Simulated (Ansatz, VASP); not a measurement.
**Se in VASP and in Ansatz**

```
Se
1.0
     4.36620    0.00000    0.00000
    -2.18310    3.78124    0.00000
     0.00000    0.00000    5.15174
Se
3
Direct
  0.77460 0.77460 0.00000
  0.00000 0.22540 0.66667
  0.22540 0.00000 0.33333
```

Alike in both runs: functional PBE; k mesh 6 × 6 × 5; occupations fermi-dirac, width 0.05 eV; no spin polarisation.

```csv
,VASP,Ansatz
version,VASP 6.6.1,Ansatz 0.2.0
potentials or method,"VASP PAW PBE potentials, release 64 (Se)",Ansatz PAW
plane-wave cutoff (eV),520,420
valence electrons in the cell,18,48
task,single point,band structure
```

Ansatz gave:

```
pressure (GPa)                                                : -0.2
traceless stress, the component that is largest in VASP (GPa) : -0.70
rms of the force components (eV/Å)                            : 0.015
```

Question: What did VASP give for the same quantities?

Answer: Pressure (GPa): -0.1; traceless stress, the component that is largest in VASP (GPa): -0.67; rms of the force components (eV/Å): 0.001.

Atom by atom the forces differ by 0.013 eV/Å (rms over components). VASP's potentials hold 18 valence electrons a cell and Ansatz's 48, so a difference there can come from the potentials and not from the codes.
